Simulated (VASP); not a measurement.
Ge, 10 atoms in the cell. The cell holds a slab with vacuum, 10 atoms: a = 3.997 Å, b = 3.997 Å, c = 36.023 Å, α = 90.00°, β = 90.00°, γ = 120.00°. 

```yaml
Program: VASP 6.6.1
Task: single point
Functional: PBEsol
Potentials_or_basis: VASP PAW PBE potentials, release 64 (Ge_d)
Cutoff: 520 eV
k_mesh: 9 × 9 × 1
Occupations: gaussian, width 0.1 eV
Spin: no spin polarisation
Dipole_correction: yes
Further_INCAR_settings: ALGO = Fast; EDIFF = 1e-06; NBANDS = 81
```

Potentials or basis: VASP PAW PBE potentials, release 64 (Ge_d).

Command:

```bash
$ cat potpaw_PBE.64/Ge_d/POTCAR > POTCAR
$ mpirun -np 1 vasp_std > vasp.out
```

Hardware: 1 thread of Oxide Virtual Turin-like Processor, on a shared host.

Estimate the wall time of this run.

Run time: 27 min on 1 thread of Oxide Virtual Turin-like Processor, on a shared host, peak memory 0.67 GiB. Counts: scf iterations 22, k points 12.
